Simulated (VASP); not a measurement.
Write the native input for VASP 6.6.1 that does the following.

```yaml
Task: single point
Functional: LDA
Potentials_or_basis: VASP PAW LDA potentials, release 64 (Hf_pv, Ti_sv)
Cutoff: 520 eV
k_mesh: 18 × 18 × 10
Occupations: gaussian, width 0.15 eV
Spin: no spin polarisation
Dipole_correction: no
Further_INCAR_settings: ALGO = Fast; EDIFF = 1e-06; NBANDS = 18
```

The structure of HfTi lies in POSCAR:

```
HfTi
1.0
    3.0552868158      0.0000000000      0.0000000000
   -1.5276434079      2.6459559983      0.0000000000
    0.0000000000      0.0000000000      4.8292593400
Hf Ti
1 1
Direct
    0.6666666667      0.3333333333      0.5000000000
    0.3333333333      0.6666666667      0.0000000000
```

This cell differs from its parent crystal: strain -0.0100 x Voigt [1, 1, 0, 0, 0, 0].

These files were run (other wordings do the same):

INCAR

```
SYSTEM = HfTi
PREC = Accurate
ENCUT = 520
EDIFF = 1E-6
ISMEAR = 0
SIGMA = 0.15
LREAL = .False.
LASPH = .True.
NELM = 80
ALGO = Fast
ISIF = 2
LWAVE = .False.
LCHARG = .True.
LELF = .True.
LVHAR = .True.
NBANDS = 18
```

KPOINTS

```
regular mesh
0
Gamma
  18 18 10
  0 0 0
```

Potentials or basis: VASP PAW LDA potentials, release 64 (Hf_pv, Ti_sv).

Command:

```console
$ cat potpaw_LDA.64/Hf_pv/POTCAR potpaw_LDA.64/Ti_sv/POTCAR > POTCAR
$ mpirun -np 1 vasp_std > vasp.out
```

It gave:

| Property | Result |
| --- | --- |
| Pressure | -5.5 GPa |
| Band gap on the k mesh | zero (band 11 reaches 7.13 eV, above the bottom of band 12 at 6.04 eV) |

Caveat: the cell differs from its parent crystal (strain -0.0100 x Voigt [1, 1, 0, 0, 0, 0]); spin-orbit coupling is left out, which moves the levels of the heavy elements.

It took 5 min on 1 thread of Intel(R) Xeon(R) Platinum 8259CL CPU @ 2.50GHz (Skylake/Cascade Lake), with other jobs on the host, peak memory 0.27 GiB.
